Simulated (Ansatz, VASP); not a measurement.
# Si4O7 in VASP and in Ansatz

```
Si O
1.0
     5.07998    0.00000    0.00000
     0.00000    5.07998    0.00000
     0.00000    0.00000    7.09148
Si O
4 7
Direct
  0.29443 0.29443 0.00000
  0.20557 0.79443 0.25000
  0.70557 0.70557 0.50000
  0.79443 0.20557 0.75000
  0.40537 0.74096 0.42483
  0.75904 0.90537 0.67483
  0.59463 0.25904 0.92483
  0.74096 0.40537 0.57517
  0.21006 0.23793 0.18868
  0.25904 0.59463 0.07517
  0.09463 0.24096 0.82517
```

Change from the starting cell: O vacancy; atom 9 moved 1.125 of the way to it and +0.675 Å across, host rigid.

Alike in both runs: task single point; functional PBE; k mesh 4 × 4 × 4; occupations gaussian, width 0.05 eV; no spin polarisation.

```csv
,VASP,Ansatz
version,VASP 6.6.1,Ansatz 0.2.0
potentials or method,"VASP PAW PBE potentials, release 64 (Si, O), cutoff 520 eV","scalar-relativistic, plane waves, PAW"
valence electrons in the cell,58,58
```

```tsv
	VASP	Ansatz	Ansatz less VASP
gap on the k mesh at the Fermi level (eV)	1.94	1.94	+0.009
least direct gap on the mesh (eV)	1.94	1.94	+0.009
pressure (GPa)	4.0	4.0	-0.04
traceless stress, the component that is largest in VASP (GPa)	6.06	5.99	-0.067
rms of the force components (eV/Å)	3.211	3.195	-0.0164
```

Atom by atom the forces differ by 0.028 eV/Å (rms over components).
